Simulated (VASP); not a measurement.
AgI:

```xyz
2
Lattice="0.0000 3.3145 3.3145 3.3145 0.0000 3.3145 3.3145 3.3145 0.0000" Properties=species:S:1:pos:R:3 pbc="T T T"
Ag    0.0000    0.0000    0.0000
I     4.9717    4.9717    4.9717
```

| Property | Result |
| --- | --- |
| Program | VASP 6.6.1 |
| Task | relaxation of cell and atoms |
| Functional | PBEsol |
| Potentials or basis | VASP PAW PBE potentials, release 64 (Ag, I) |
| Cutoff | 500 eV |
| k mesh | 6 × 6 × 6 |
| Occupations | fermi-dirac, width 0.02 eV |
| Spin | no spin polarisation |

At the start: pressure -2.3 GPa; volume 36.41 Å³/atom.

Task: How do energy, volume and symmetry change on relaxing?

Result: Over 3 steps the energy falls by 22.6 meV/atom and the volume is 33.51 Å³/atom (-8.0 %); space group F-43m (No. 216, to 0.1 Å) before and after.

The path:
| step | energy change (eV) | largest force (eV/Å) | pressure (GPa) | volume (Å³) |
| --- | --- | --- | --- | --- |
| 1 | 0.0000 | 0.0000 | -2.27 | 72.83 |
| 2 | -0.0447 | 0.0000 | -0.26 | 67.52 |
| 3 | -0.0451 | 0.0000 | 0.00 | 67.01 |

Final structure:
```
Ag I
1.0
     0.00000    3.22389    3.22389
     3.22389    0.00000    3.22389
     3.22389    3.22389    0.00000
Ag I
1 1
Direct
  0.00000 0.00000 0.00000
  0.75000 0.75000 0.75000
```

Caveat: the PAW data sets were made with another functional, which shifts forces and pressure a little.
